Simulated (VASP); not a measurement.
# SnO (P4/nmm) in VASP: a series of runs, part 3 of 3

VASP 6.6.1. Earlier steps stand in the parts before.

### 5 Single point, PBE exchange alone

The input, INCAR:

```
SYSTEM = SnO
AGGAC    = 0.0          
ALDAC    = 0.0          
ALGO     = Normal         ! electronic algorithm
EDIFF    = 1E-7           ! SCF threshold, eV
ENCUT    = 520            ! plane-wave cutoff, eV
GGA      = PE             ! functional
ISIF     = 2              ! what is computed and relaxed
ISMEAR   = -1             ! smearing method
LASPH    = .True.         ! aspherical terms in the spheres
LCHARG   = .True.         ! write CHGCAR
LELF     = .True.         ! ELF
LREAL    = .False.        ! projectors in reciprocal space
LVHAR    = .True.       
LWAVE    = .False.        ! write WAVECAR
NBANDS   = 28             ! bands
NELM     = 60             ! most SCF steps
PREC     = Accurate       ! precision mode
SIGMA    = 0.05           ! smearing width, eV
```

The input, KPOINTS:

```
k-points
0
Gamma
  7 7 6
  0 0 0
```

The input, POSCAR:

```
SnO
1.0
    3.8136952200      0.0000000000      0.0000000000
    0.0000000000      3.8136952200      0.0000000000
    0.0000000000      0.0000000000      4.8869133000
Sn O
2 2
Direct
    0.5000000000      0.0000000000      0.7646261400
    0.0000000000      0.5000000000      0.2353738600
    0.0000000000      0.0000000000      0.0000000000
    0.5000000000      0.5000000000      0.0000000000
```

Potentials or basis: VASP PAW PBE potentials, release 64 (Sn_d, O).

Started as:

```
$ cat potpaw_PBE.64/Sn_d/POTCAR potpaw_PBE.64/O/POTCAR > POTCAR
$ mpirun -np 1 vasp_std > vasp.out
```

OUTCAR:

```text
SYSTEM = SnO
   EDIFF = 1E-7
   ENCUT = 520
   GGA = PE
   ISIF = 2
   ISMEAR = -1
   LASPH = .True.
   LREAL = .False.
   NELM = 60
   PREC = Accurate

 ion  position               nearest neighbor table
   1  0.500  0.000  0.765-   3 2.23   4 2.23   4 2.23   3 2.23   2 3.54   2 3.54   2 3.54   2 3.54
                             2 3.74   2 3.74   2 3.74   2 3.74
   2  0.000  0.500  0.235-   3 2.23   4 2.23   3 2.23   4 2.23   1 3.54   1 3.54   1 3.54   1 3.54
                             1 3.74   1 3.74   1 3.74   1 3.74
   3  0.000  0.000  0.000-   1 2.23   2 2.23   2 2.23   1 2.23
   4  0.500  0.500  0.000-   1 2.23   2 2.23   1 2.23   2 2.23

  LATTYP: Found a simple tetragonal cell.
 ALAT       =     3.8136952200
 C/A-ratio  =     1.2814116016

  Lattice vectors:

 A1 = (   3.8136952200,   0.0000000000,   0.0000000000)
 A2 = (   0.0000000000,   3.8136952200,   0.0000000000)
 A3 = (   0.0000000000,   0.0000000000,   4.8869133000)

Analysis of symmetry for initial positions (statically):
=====================================================================
 Subroutine PRICEL returns:
 Original cell was already a primitive cell.

 Routine SETGRP: Setting up the symmetry group for a
 simple tetragonal supercell.

 Subroutine GETGRP returns: Found 16 space group operations
 (whereof  8 operations were pure point group operations)
 out of a pool of 16 trial point group operations.

The static configuration has the point symmetry D_2d.
 The point group associated with its full space group is D_4h.

Analysis of symmetry for dynamics (positions and initial velocities):
=====================================================================
 Subroutine PRICEL returns:
 Original cell was already a primitive cell.

 Routine SETGRP: Setting up the symmetry group for a
 simple tetragonal supercell.

 Subroutine GETGRP returns: Found 16 space group operations
 (whereof  8 operations were pure point group operations)
 out of a pool of 16 trial point group operations.

The dynamic configuration has the point symmetry D_2d.
 The point group associated with its full space group is D_4h.

 Subroutine INISYM returns: Found 16 space group operations
 (whereof  8 operations are pure point group operations),
 and found     1 'primitive' translations

----------------------------------------------------------------------------------------

                                     Primitive cell

  volume of cell :      71.0766

  direct lattice vectors                    reciprocal lattice vectors
     3.813695220  0.000000000  0.000000000     0.262212878  0.000000000  0.000000000
     0.000000000  3.813695220  0.000000000     0.000000000  0.262212878  0.000000000
     0.000000000  0.000000000  4.886913300     0.000000000  0.000000000  0.204628144

  length of vectors
     3.813695220  3.813695220  4.886913300     0.262212878  0.262212878  0.204628144

  position of ions in fractional coordinates (direct lattice)
     0.500000000  0.000000000  0.764626140
     0.000000000  0.500000000  0.235373860
     0.000000000  0.000000000  0.000000000
     0.500000000  0.500000000  0.000000000

  ion indices of the primitive-cell ions
   primitive index   ion index
                 1           1
                 2           2
                 3           3
                 4           4

----------------------------------------------------------------------------------------

 KPOINTS: k-points

Automatic generation of k-mesh.
 Grid dimensions read from file:
 generate k-points for:    7    7    6

 Generating k-lattice:

  Cartesian coordinates                     Fractional coordinates (reciprocal lattice)
     0.037458983  0.000000000  0.000000000     0.142857143  0.000000000  0.000000000
     0.000000000  0.037458983  0.000000000     0.000000000  0.142857143  0.000000000
     0.000000000  0.000000000  0.034104691     0.000000000  0.000000000  0.166666667

  Length of vectors
     0.037458983  0.037458983  0.034104691

  Shift w.r.t. Gamma in fractional coordinates (k-lattice)
     0.000000000  0.000000000  0.000000000

 Subroutine IBZKPT returns following result:
 ===========================================

 Found     40 irreducible k-points:

 Following reciprocal coordinates:
            Coordinates               Weight
  0.000000  0.000000  0.000000      1.000000
  0.142857  0.000000  0.000000      4.000000
  0.285714  0.000000  0.000000      4.000000
  0.428571  0.000000  0.000000      4.000000
  0.142857  0.142857  0.000000      4.000000
  0.285714  0.142857  0.000000      8.000000
[... 16 lines left out ...]
  0.285714  0.000000  0.333333      8.000000
  0.428571  0.000000  0.333333      8.000000
 [... further k-points ...]
   k-points           NKPTS =     40   k-points in BZ     NKDIM =     40   number of bands    NBANDS=     28
   number of dos      NEDOS =    301   number of ions     NIONS =      4
   total plane-waves  NPLWV =  28224
   dimension x,y,z NGX =    28 NGY =   28 NGZ =   36
   dimension x,y,z NGXF=    56 NGYF=   56 NGZF=   72
   ions per type =               2   2
   NGX,Y,Z   is equivalent  to a cutoff of  12.21, 12.21, 12.25 a.u.
   NGXF,Y,Z  is equivalent  to a cutoff of  24.41, 24.41, 24.49 a.u.
 SYSTEM =  SnO
   PREC   = accura    normal or accurate (medium, high low for compatibility)
   ISTART =      0    job   : 0-new  1-cont  2-samecut
   ICHARG =      2    charge: 1-file 2-atom 10-const
   ISPIN  =      1    spin polarized calculation?
   LNONCOLLINEAR =      F non collinear calculations
   LSORBIT =      F    spin-orbit coupling
   LASPH  =      T    aspherical Exc in radial PAW
   ENCUT  =  520.0 eV  38.22 Ry    6.18 a.u.   7.09  7.09  9.09*2*pi/ulx,y,z
   NELM   =     60;   NELMIN=  2; NELMDL= -5     # of ELM steps
   EDIFF  = 0.1E-06   stopping-criterion for ELM
   LREAL  =      F    real-space projection
   EDIFFG = 0.1E-05   stopping-criterion for IOM
   NSW    =      0    number of steps for IOM
   IBRION =     -1    ionic relax: 0-MD 1-quasi-New 2-CG
   NFREE  =      0    steps in history (QN), initial steepest desc. (CG)
   ISIF   =      2    stress and relaxation
   ISYM   =      2    0-nonsym 1-usesym 2-fastsym
   POTIM  = 0.5000    time-step for ionic-motion
   TEBEG  =    0.0;   TEEND  =   0.0 temperature during run
   PSTRESS=    0.0 pullay stress
   NELECT =      40.0000    total number of electrons
   NUPDOWN=      -1.0000    fix difference up-down
   EMIN   =  10.00;   EMAX   =-10.00  energy-range for DOS
   EFERMI =   0.00;   METHOD = LEGACY
   ISMEAR =    -1;   SIGMA  =   0.05  broadening in eV -4-tet -1-fermi 0-gaus
   EFERMI_NEDOS =   21; number of points for ismear=-14 and -15
   IALGO  =     38    algorithm
   IMIX   =      4    mixing-type and parameters
     AMIX     =   0.40;   BMIX     =  1.00
     AMIX_MAG =   1.60;   BMIX_MAG =  1.00
  volume/ion in A,a.u.               =      17.77       119.91
  Fermi-wavevector in a.u.,A,eV,Ry     =   1.351614  2.554180 24.855939  1.826860
  Thomas-Fermi vector in A             =   2.479021
   LORBIT       =      0    0 simple, 1 ext, 2 COOP (PROOUT), +10 PAW based schemes
   GGA     = PE    functional components
   LHFCALC =     F    Hartree Fock is set to
   AEXX    =    0.0000 exact exchange contribution
   IVDW    =     0    specifies the selected vdW correction
   LEPSILON=     F    determine dielectric tensor
   LRPA    =     F    only Hartree local field effects (RPA)
 non-spin polarized calculation
  energy-cutoff  :      520.00
  volume of cell :       71.08
 maximum number of plane-waves:      1930
   NGX = 15   NGY = 15   NGZ = 19

 number of electron      39.9999978 magnetization

 Free energy of the ion-electron system (eV)
  ---------------------------------------------------
  ext. energy  EPLUGINS =         0.00000000
  ---------------------------------------------------
  free energy    TOTEN  =       -17.86144651 eV

  energy without entropy =      -17.86137769  energy(sigma->0) =      -17.86141210

 E-fermi :   8.7210     XC(G=0):  -8.5140

 val. band max:        8.4605075886   @ k =   0.0000   0.0000   0.0000
 cond. band min:       9.0013285708   @ k =   0.4286   0.4286   0.0000
 fundamental gap:      0.5408209823
 Fermi energy:         8.7209903360

 k-point     1 :       0.0000    0.0000    0.0000
  band No.  band energies     occupation
      1     -13.3336      2.00000
      2     -12.8820      2.00000
      3     -12.8797      2.00000
      4     -12.8797      2.00000
      5     -12.8386      2.00000
      6     -12.8268      2.00000
[... 20 lines left out ...]
     27      15.4497      0.00000
[... 691 lines left out ...]
      6     -12.8387      2.00000
[... 20 lines left out ...]
     27      17.5590      0.00000
     28      18.4185      0.00000

 [... further k-points ...]
[... 5 lines left out ...]
  --------------------------------------------------------------------------------------
  -------------------------------------------------------------------------------------
  Total        7.6910035      7.6910035      6.2532753      0.0000000      0.0000000      0.0000000
  in kB      173.3672219    173.3672219    140.9585852      0.0000000      0.0000000      0.0000000
  external PRESSURE =     162.5643430 kB  Pullay stress =       0.0000000 kB

 VOLUME and BASIS-vectors are now :
 -----------------------------------------------------------------------------
  energy-cutoff  :      520.00
  volume of cell :       71.08
      direct lattice vectors                 reciprocal lattice vectors
     3.813695220  0.000000000  0.000000000     0.262212878  0.000000000  0.000000000
     0.000000000  3.813695220  0.000000000     0.000000000  0.262212878  0.000000000
     0.000000000  0.000000000  4.886913300     0.000000000  0.000000000  0.204628144

 POSITION                                       TOTAL-FORCE (eV/Angst)
 -----------------------------------------------------------------------------------
      1.90685      0.00000      3.73666        -0.000000      0.000000     -1.275536
      0.00000      1.90685      1.15025         0.000000      0.000000      1.275536
      0.00000      0.00000      0.00000         0.000000     -0.000000      0.000000
      1.90685      1.90685      0.00000         0.000000      0.000000      0.000000
 -----------------------------------------------------------------------------------
    total drift:                                0.000000      0.000000      0.000000

  FREE ENERGIE OF THE ION-ELECTRON SYSTEM (eV)
  ---------------------------------------------------
  free  energy   TOTEN  =       -17.8614465063 eV

  energy  without entropy=      -17.8613776856  energy(sigma->0) =      -17.86141210
```

Run time: 58 s. Hardware: 1 thread of Intel Xeon 6975P-C, shared host; peak memory 0.21 GiB.

Results:

```yaml
Free_energy: -17.8614 eV
Pressure: 16.3 GPa
Largest_force: 1.276 eV/Å
Band_gap_on_the_k_mesh: 0.54 eV, indirect (least direct gap 2.21 eV)
```

Forces on the atoms (eV/Å):
```
Sn   0.000  0.000 -1.276
Sn   0.000  0.000  1.276
O    0.000  0.000  0.000
O    0.000  0.000  0.000
```

Caveat: spin-orbit coupling is left out, which moves the levels of the heavy elements; forces of over 1 eV/Å act on the atoms, so gaps and moduli don't describe the material at rest.

### 6 The runs side by side

```csv
level,potentials or basis,cell,k mesh,smearing,gap on the mesh (eV),pressure (GPa),largest force (eV/Å)
PBEsol,"VASP PAW PBE potentials, release 64 (Sn_d, O)","a = 3.814, b = 3.814, c = 4.887 Å, 4 atoms",4 × 4 × 4,fermi-dirac 0.03 eV,0.14,-0.3,0.17
LDA,"VASP PAW LDA potentials, release 64 (Sn_d, O)","a = 3.767, b = 3.767, c = 4.659 Å, 4 atoms",7 × 7 × 6,fermi-dirac 0.05 eV,0.05,0.3,0.12
PBEsol,"VASP PAW PBE potentials, release 64 (Sn_d, O)","a = 3.762, b = 3.762, c = 4.821 Å, 4 atoms",7 × 7 × 6,fermi-dirac 0.05 eV,0.22,3.9,0.76
PBE exchange alone,"VASP PAW PBE potentials, release 64 (Sn_d, O)","a = 3.814, b = 3.814, c = 4.887 Å, 4 atoms",7 × 7 × 6,fermi-dirac 0.05 eV,0.54,16.3,1.28
```

Alike in all rows: task single point; no spin polarisation; cutoff (eV) 520.

Caveats: spin-orbit coupling is left out, which moves the levels of the heavy elements; the PAW data sets were made with another functional, which shifts forces and pressure a little (some runs); forces of over 1 eV/Å act on the atoms, so gaps and moduli don't describe the material at rest (some runs).

Total energies depend on the potentials used, so only differences within one code and one set of settings carry meaning.
